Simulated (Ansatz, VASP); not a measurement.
**Two plane-wave programs on Se**

```
Se
1.0
     3.81756    0.00000    0.00000
     0.00000    3.81756    0.00000
     0.00000    0.00000    6.59274
Se
4
Direct
  0.11351 0.11351 0.50000
  0.38649 0.61351 0.75000
  0.61351 0.38649 0.25000
  0.88649 0.88649 0.00000
```

Alike in both runs: task relaxation of cell and atoms; functional PBE; k mesh 12 × 12 × 8; occupations gaussian, width 0.1 eV; no spin polarisation.

|  | VASP | Ansatz |
| --- | --- | --- |
| version | VASP 6.6.1 | Ansatz 0.2.0 |
| potentials or method | VASP PAW PBE potentials, release 64 (Se), cutoff 600 eV | scalar-relativistic, plane waves, PAW |
| valence electrons in the cell | 24 | 64 |

```csv
,VASP,Ansatz,Ansatz less VASP
"gap on the k mesh at the Fermi level, each at its own relaxed structure (eV)",none,none,-
relaxed volume (Å³/atom),24.02,24.02,0.000
relaxed cell length with the largest relative difference (Å),3.818,3.818,0.0000
```

A gap of «none» marks a metal or a gap that the smearing closes. VASP's potentials hold 24 valence electrons a cell and Ansatz's 64, so a difference there can come from the potentials and not from the codes.

Noted on VASP's run: the relaxation stopped at its first step, so nothing moved.
